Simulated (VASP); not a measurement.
# Ba (Im-3m) in VASP: notebook

Runs on Ba. Level: LDA. Tasks: single point, relaxation of cell and atoms.

Program: VASP 6.6.1. These are calculated values, not measurements. Logs are shortened: lines on timing, memory, paths and dates and some standing lists are left out, and cuts for length are marked.

## (1) The cell of the first run

Symmetry: Im-3m, No. 229, cubic system. Conventional cell: a = 4.775 Å, b = 4.775 Å, c = 4.775 Å, α = 90.00°, β = 90.00°, γ = 90.00°. Within 5.4 Å of Ba (site symmetry m-3m) lie 14 Ba at 4.14 to 4.78 Å.

## (2) Single point, LDA

The input, INCAR:

```
  PREC = Accurate
  ENCUT = 520
  EDIFF = 1E-6
  ISMEAR = -1
  SIGMA = 0.05
  LREAL = False
  LASPH = True
  NELM = 60
  ALGO = Normal
  ISIF = 2
  LWAVE = False
  LCHARG = False
  GGA = CA
  NBANDS = 11
```

The input, KPOINTS:

```
Automatic mesh
0
Gamma
  7 7 7
```

The input, POSCAR:

```
Ba
1.0
   -2.3875887812      2.3875887812      2.3875887812
    2.3875887812     -2.3875887812      2.3875887812
    2.3875887812      2.3875887812     -2.3875887812
Ba
1
Direct
    0.0000000000      0.0000000000      0.0000000000
```

Potentials or basis: VASP PAW LDA potentials, release 64 (Ba_sv).

Run with:

```sh
cat potpaw_LDA.64/Ba_sv/POTCAR > POTCAR
mpirun -np 1 vasp_std > vasp.out
```

OUTCAR:

```text
PREC = Accurate
   ENCUT = 520
   EDIFF = 1E-6
   ISMEAR = -1
   LREAL = False
   LASPH = True
   NELM = 60
   ISIF = 2
   GGA = CA

 ion  position               nearest neighbor table
   1  0.000  0.000  0.000-

  LATTYP: Found a body centered cubic cell.
 ALAT       =     4.7751775624

  Lattice vectors:

 A1 = (  -2.3875887812,   2.3875887812,   2.3875887812)
 A2 = (   2.3875887812,  -2.3875887812,   2.3875887812)
 A3 = (   2.3875887812,   2.3875887812,  -2.3875887812)

Analysis of symmetry for initial positions (statically):
=====================================================================
 Subroutine PRICEL returns:
 Original cell was already a primitive cell.

 Routine SETGRP: Setting up the symmetry group for a
 body centered cubic supercell.

 Subroutine GETGRP returns: Found 48 space group operations
 (whereof 48 operations were pure point group operations)
 out of a pool of 48 trial point group operations.

The static configuration has the point symmetry O_h .

Analysis of symmetry for dynamics (positions and initial velocities):
=====================================================================
 Subroutine PRICEL returns:
 Original cell was already a primitive cell.

 Routine SETGRP: Setting up the symmetry group for a
 body centered cubic supercell.

 Subroutine GETGRP returns: Found 48 space group operations
 (whereof 48 operations were pure point group operations)
 out of a pool of 48 trial point group operations.

The dynamic configuration has the point symmetry O_h .

 Subroutine INISYM returns: Found 48 space group operations
 (whereof 48 operations are pure point group operations),
 and found     1 'primitive' translations

----------------------------------------------------------------------------------------

                                     Primitive cell

  volume of cell :      54.4426

  direct lattice vectors                    reciprocal lattice vectors
    -2.387588781  2.387588781  2.387588781     0.000000000  0.209416296  0.209416296
     2.387588781 -2.387588781  2.387588781     0.209416296  0.000000000  0.209416296
     2.387588781  2.387588781 -2.387588781     0.209416296  0.209416296  0.000000000

  length of vectors
     4.135425077  4.135425077  4.135425077     0.296159367  0.296159367  0.296159367

  position of ions in fractional coordinates (direct lattice)
     0.000000000  0.000000000  0.000000000

  ion indices of the primitive-cell ions
   primitive index   ion index
                 1           1

----------------------------------------------------------------------------------------

 KPOINTS: Automatic mesh

Automatic generation of k-mesh.
 Grid dimensions read from file:
 generate k-points for:    7    7    7

 Generating k-lattice:

  Cartesian coordinates                     Fractional coordinates (reciprocal lattice)
     0.000000000  0.029916614  0.029916614     0.142857143  0.000000000  0.000000000
     0.029916614  0.000000000  0.029916614     0.000000000  0.142857143  0.000000000
     0.029916614  0.029916614  0.000000000     0.000000000  0.000000000  0.142857143

  Length of vectors
     0.042308481  0.042308481  0.042308481

  Shift w.r.t. Gamma in fractional coordinates (k-lattice)
     0.000000000  0.000000000  0.000000000

 Subroutine IBZKPT returns following result:
 ===========================================

 Found     20 irreducible k-points:

 Following reciprocal coordinates:
            Coordinates               Weight
  0.000000  0.000000  0.000000      1.000000
  0.142857  0.000000  0.000000     12.000000
  0.285714  0.000000  0.000000     12.000000
  0.428571  0.000000  0.000000     12.000000
  0.142857  0.142857  0.000000     24.000000
  0.285714  0.142857  0.000000     48.000000
[... 12 lines left out ...]
 -0.428571 -0.428571  0.285714      8.000000
 -0.428571  0.428571  0.428571      6.000000
   k-points           NKPTS =     20   k-points in BZ     NKDIM =     20   number of bands    NBANDS=     11
   number of dos      NEDOS =    301   number of ions     NIONS =      1
   total plane-waves  NPLWV =  32768
   dimension x,y,z NGX =    32 NGY =   32 NGZ =   32
   dimension x,y,z NGXF=    64 NGYF=   64 NGZF=   64
   ions per type =               1
   NGX,Y,Z   is equivalent  to a cutoff of  12.86, 12.86, 12.86 a.u.
   NGXF,Y,Z  is equivalent  to a cutoff of  25.73, 25.73, 25.73 a.u.
 SYSTEM =  unknown system
   PREC   = accura    normal or accurate (medium, high low for compatibility)
   ISTART =      0    job   : 0-new  1-cont  2-samecut
   ICHARG =      2    charge: 1-file 2-atom 10-const
   ISPIN  =      1    spin polarized calculation?
   LNONCOLLINEAR =      F non collinear calculations
   LSORBIT =      F    spin-orbit coupling
   LASPH  =      T    aspherical Exc in radial PAW
   ENCUT  =  520.0 eV  38.22 Ry    6.18 a.u.   7.69  7.69  7.69*2*pi/ulx,y,z
   NELM   =     60;   NELMIN=  2; NELMDL= -5     # of ELM steps
   EDIFF  = 0.1E-05   stopping-criterion for ELM
   LREAL  =      F    real-space projection
   EDIFFG = 0.1E-04   stopping-criterion for IOM
   NSW    =      0    number of steps for IOM
   IBRION =     -1    ionic relax: 0-MD 1-quasi-New 2-CG
   NFREE  =      0    steps in history (QN), initial steepest desc. (CG)
   ISIF   =      2    stress and relaxation
   ISYM   =      2    0-nonsym 1-usesym 2-fastsym
   POTIM  = 0.5000    time-step for ionic-motion
   TEBEG  =    0.0;   TEEND  =   0.0 temperature during run
   PSTRESS=    0.0 pullay stress
   NELECT =      10.0000    total number of electrons
   NUPDOWN=      -1.0000    fix difference up-down
   EMIN   =  10.00;   EMAX   =-10.00  energy-range for DOS
   EFERMI =   0.00;   METHOD = LEGACY
   ISMEAR =    -1;   SIGMA  =   0.05  broadening in eV -4-tet -1-fermi 0-gaus
   EFERMI_NEDOS =   21; number of points for ismear=-14 and -15
   IALGO  =     38    algorithm
   IMIX   =      4    mixing-type and parameters
     AMIX     =   0.40;   BMIX     =  1.00
     AMIX_MAG =   1.60;   BMIX_MAG =  1.00
  volume/ion in A,a.u.               =      54.44       367.40
  Fermi-wavevector in a.u.,A,eV,Ry     =   0.930598  1.758575 11.782809  0.866012
  Thomas-Fermi vector in A             =   2.057003
   LORBIT       =      0    0 simple, 1 ext, 2 COOP (PROOUT), +10 PAW based schemes
   GGA     = CA    functional components
   LHFCALC =     F    Hartree Fock is set to
   AEXX    =    0.0000 exact exchange contribution
   IVDW    =     0    specifies the selected vdW correction
   LEPSILON=     F    determine dielectric tensor
   LRPA    =     F    only Hartree local field effects (RPA)
 non-spin polarized calculation
  energy-cutoff  :      520.00
  volume of cell :       54.44
 maximum number of plane-waves:      1481
   NGX = 15   NGY = 15   NGZ = 15

 number of electron      10.0000000 magnetization

 number of electron       9.9999999 magnetization

 Free energy of the ion-electron system (eV)
  ---------------------------------------------------
  ext. energy  EPLUGINS =         0.00000000
  ---------------------------------------------------
  free energy    TOTEN  =        -2.24706046 eV

  energy without entropy =       -2.23063607  energy(sigma->0) =       -2.23884827

 E-fermi :   1.8783     XC(G=0):  -8.1053

 val. band max:        1.8203867010   @ k =   0.2857   0.2857   0.0000
 cond. band min:       1.8996159859   @ k =  -0.4286   0.4286   0.2857
 fundamental gap:      0.0792292849
 Fermi energy:         1.8783376215

 k-point     1 :       0.0000    0.0000    0.0000
  band No.  band energies     occupation
      1     -26.6569      2.00000
      2     -11.5072      2.00000
      3     -11.5072      2.00000
      4     -11.5072      2.00000
      5      -0.8697      2.00000
      6       3.8511      0.00000
      7       3.8511      0.00000
      8       3.8511      0.00000
      9       5.5244      0.00000
     10       5.5244      0.00000
     11       9.3364      0.00000

 k-point     2 :       0.1429    0.0000    0.0000
  band No.  band energies     occupation
      1     -26.6415      2.00000
      2     -11.6594      2.00000
      3     -11.5527      2.00000
      4     -11.5087      2.00000
      5      -0.4280      2.00000
      6       3.5208      0.00000
      7       3.6266      0.00000
      8       4.3150      0.00000
      9       5.1383      0.00000
     10       5.5020      0.00000
     11       9.8026      0.00000

 k-point     3 :       0.2857    0.0000    0.0000
  band No.  band energies     occupation
      1     -26.6066      2.00000
      2     -11.9780      2.00000
      3     -11.6521      2.00000
      4     -11.5120      2.00000
      5       0.5113      2.00000
      6       2.9495      0.00000
      7       3.1094      0.00000
      8       5.3343      0.00000
      9       5.6301      0.00000
     10       5.6448      0.00000
     11       9.6255      0.00000

 k-point     4 :       0.4286    0.0000    0.0000
  band No.  band energies     occupation
      1     -26.5782      2.00000
      2     -12.2141      2.00000
      3     -11.7292      2.00000
      4     -11.5148      2.00000
      5       0.9109      2.00000
      6       2.5888      0.00000
      7       3.5519      0.00000
      8       5.5638      0.00000
      9       6.0694      0.00000
     10       7.4508      0.00000
     11       8.3326      0.00000

 k-point     5 :       0.1429    0.1429    0.0000
  band No.  band energies     occupation
      1     -26.6163      2.00000
      2     -11.8772      2.00000
      3     -11.6102      2.00000
      4     -11.5431      2.00000
      5       0.3109      2.00000
      6       3.0746      0.00000
      7       3.1662      0.00000
      8       4.9084      0.00000
      9       5.2746      0.00000
     10       5.8528      0.00000
     11      10.3976      0.00000
[... 155 lines left out ...]
 k-point    17 :      -0.2857    0.2857    0.2857
  band No.  band energies     occupation
      1     -26.5647      2.00000
      2     -11.9603      2.00000
      3     -11.8126      2.00000
      4     -11.8126      2.00000
      5       1.5532      1.99701
      6       2.2551      0.00107
      7       4.2122      0.00000
      8       4.2122      0.00000
      9       5.5141      0.00000
     10       5.7668      0.00000
     11      10.1666      0.00000

 k-point    18 :      -0.4286    0.4286    0.2857
  band No.  band energies     occupation
      1     -26.5412      2.00000
      2     -12.0831      2.00000
      3     -11.8977      2.00000
      4     -11.8315      2.00000
      5       1.6678      1.97074
      6       1.8996      0.79037
      7       4.3180      0.00000
      8       4.3375      0.00000
      9       6.5182      0.00000
     10       7.0013      0.00000
     11       9.6184      0.00000

 k-point    19 :      -0.4286   -0.4286    0.2857
  band No.  band energies     occupation
      1     -26.5304      2.00000
      2     -12.0306      2.00000
      3     -12.0306      2.00000
      4     -11.8472      2.00000
      5       1.6144      1.98985
      6       1.6144      1.98985
      7       4.0640      0.00000
      8       6.0537      0.00000
      9       6.0537      0.00000
     10       8.2514      0.00000
     11       8.7582      0.00000

 k-point    20 :      -0.4286    0.4286    0.4286
  band No.  band energies     occupation
      1     -26.5204      2.00000
      2     -12.0152      2.00000
      3     -11.9867      2.00000
      4     -11.9867      2.00000
      5       1.2990      1.99998
      6       1.3547      1.99994
      7       5.9035      0.00000
      8       5.9035      0.00000
      9       6.5132      0.00000
     10       7.0194      0.00000
     11       8.7498      0.00000

------------------------ aborting loop because EDIFF is reached ----------------------------------------

  FORCE on cell =-STRESS in cart. coord.  units (eV):
  Direction    XX          YY          ZZ          XY          YZ          ZX
  --------------------------------------------------------------------------------------
  -------------------------------------------------------------------------------------
  Total        0.0205800      0.0205800      0.0205800      0.0000000      0.0000000      0.0000000
  in kB        0.6056430      0.6056430      0.6056430      0.0000000      0.0000000      0.0000000
  external PRESSURE =       0.6056430 kB  Pullay stress =       0.0000000 kB

 VOLUME and BASIS-vectors are now :
 -----------------------------------------------------------------------------
  energy-cutoff  :      520.00
  volume of cell :       54.44
      direct lattice vectors                 reciprocal lattice vectors
    -2.387588781  2.387588781  2.387588781     0.000000000  0.209416296  0.209416296
     2.387588781 -2.387588781  2.387588781     0.209416296  0.000000000  0.209416296
     2.387588781  2.387588781 -2.387588781     0.209416296  0.209416296  0.000000000

 POSITION                                       TOTAL-FORCE (eV/Angst)
 -----------------------------------------------------------------------------------
      0.00000      0.00000      0.00000         0.000000     -0.000000     -0.000000
 -----------------------------------------------------------------------------------
    total drift:                                0.000000      0.000000     -0.000000

  FREE ENERGIE OF THE ION-ELECTRON SYSTEM (eV)
  ---------------------------------------------------
  free  energy   TOTEN  =        -2.2470604636 eV

  energy  without entropy=       -2.2306360678  energy(sigma->0) =       -2.23884827
```

Wall time 3.2 s (1 thread of Intel Xeon 6975P-C (Granite Rapids), shared host); peak memory 0.15 GiB.

Results:

- Free energy: -2.2471 eV
- Pressure: 0.1 GPa
- Band gap on the k mesh: zero (bands 5 and 6 overlap by 0.87 eV)

Caveat: spin-orbit coupling is left out, which moves the levels of the heavy elements.

## (3) Relaxation of cell and atoms, LDA

This run uses another cell than the first one, of 62.99 Å³/atom.

The input, INCAR:

```
SYSTEM = Ba
  ALGO = Normal
  EDIFF = 1E-6
  EDIFFG = -0.01
  ENCUT = 600
  GGA = CA
  IBRION = 2
  ISIF = 3
  ISMEAR = -1
  LASPH = .TRUE.
  LCHARG = .FALSE.
  LREAL = .FALSE.
  LWAVE = .FALSE.
  NELM = 100
  NSW = 60
  PREC = Accurate
  SIGMA = 0.05
```

The input, KPOINTS:

```
k-points
0
G
  7 7 7
  0 0 0
```

The input, POSCAR:

```
Ba
1.0
   -2.5065000000      2.5065000000      2.5065000000
    2.5065000000     -2.5065000000      2.5065000000
    2.5065000000      2.5065000000     -2.5065000000
Ba
1
Direct
    0.0000000000      0.0000000000      0.0000000000
```

Potentials or basis: VASP PAW LDA potentials, release 64 (Ba_sv).

Run with:

```sh
cat potpaw_LDA.64/Ba_sv/POTCAR > POTCAR
mpirun -np 1 vasp_std > vasp.out
```

Run time: 13 s. Hardware: 1 thread of Intel Xeon 6975P-C (Granite Rapids), shared host; peak memory 0.17 GiB.

Results (log left out):

* Free energy: -2.2472 eV
* Relaxed volume: 54.71 Å³/atom
* Relaxed cell: a = 4.142 Å, b = 4.142 Å, c = 4.142 Å, α = 109.47°, β = 109.47°, γ = 109.47°
* Space group after relaxing (to 0.1 Å): Im-3m (No. 229)
* Energy gained by relaxing: 33.8 meV/atom
* Ionic steps: 4
* Pressure after relaxing: 0.0 GPa
* Band gap on the k mesh: zero (bands 5 and 6 overlap by 0.86 eV)

Step by step:
```tsv
step	energy change (eV)	largest force (eV/Å)	pressure (GPa)	volume (Å³)
1	0.0000	0.0000	-1.19	62.99
2	-0.0247	0.0000	-0.68	58.82
3	-0.0337	0.0000	-0.09	55.20
4	-0.0338	0.0000	0.01	54.71
```

Final structure:
```xyz
1
Lattice="-2.3915 2.3915 2.3915 2.3915 -2.3915 2.3915 2.3915 2.3915 -2.3915" Properties=species:S:1:pos:R:3 pbc="T T T"
Ba    0.0000    0.0000    0.0000
```

Levels at points of the mesh, in eV from the Fermi level:
```csv
k point,band 1,band 2,band 3,band 4,band 5,band 6,band 7,band 8,band 9
"(0.00, 0.00, 0.00)",-28.54,-13.40,-13.40,-13.40,-2.75,1.97,1.97,1.97,3.63
```

Caveat: spin-orbit coupling is left out, which moves the levels of the heavy elements. Zero-point motion and thermal expansion aren't in these numbers.
